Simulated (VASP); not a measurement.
Wanted: the native input for a VASP 6.6.1 run.

* Task: single point
* Functional: PBE
* Potentials or basis: VASP PAW PBE potentials, release 64 (Ba_sv, Te)
* Cutoff: 520 eV
* k mesh: 6 × 6 × 6
* Occupations: gaussian, width 0.05 eV
* Spin: no spin polarisation
* Dipole correction: no
* Further INCAR settings: ALGO = Normal; EDIFF = 1e-06; NBANDS = 15

The structure of BaTe lies in POSCAR:

```
BaTe
1.0
    4.0493427000      0.0000000000      0.0000000000
    0.0000000000      4.0493427000      0.0000000000
    0.0000000000      0.0000000000      4.3690276500
Ba Te
1 1
Direct
    0.0000000000      0.0000000000      0.0000000000
    0.5000000000      0.5000000000      0.5000000000
```

This cell differs from its parent crystal: strain -0.050 along x and y, +0.025 along z.

These files were run (other wordings do the same):

INCAR

```
SYSTEM = BaTe
PREC = Accurate ; ENCUT = 520
EDIFF = 1E-6 ; ISMEAR = 0
SIGMA = 0.05 ; LREAL = .False.
LASPH = .True. ; NELM = 80
ALGO = Normal ; ISIF = 2
LWAVE = .False. ; LCHARG = .True.
GGA = PE ; LELF = .True.
LVHAR = .True. ; NBANDS = 15
```

KPOINTS

```
Automatic mesh
0
Gamma
  6 6 6
  0 0 0
```

Potentials or basis: VASP PAW PBE potentials, release 64 (Ba_sv, Te).

Run with:

```sh
$ cat potpaw_PBE.64/Ba_sv/POTCAR potpaw_PBE.64/Te/POTCAR > POTCAR
$ mpirun -np 1 vasp_std > vasp.out
```

Results of the run:

| Quantity | Value |
| --- | --- |
| Pressure | 3.0 GPa |
| Band gap on the k mesh | 0.23 eV, indirect (least direct gap 0.56 eV) |

Caveat: the cell differs from its parent crystal (strain -0.050 along x and y, +0.025 along z); spin-orbit coupling is left out, which moves the levels of the heavy elements.

Run time: 14 s on 1 thread of Intel(R) Xeon(R) 6975P-C (Granite Rapids), on a shared host, peak memory 0.2 GiB.
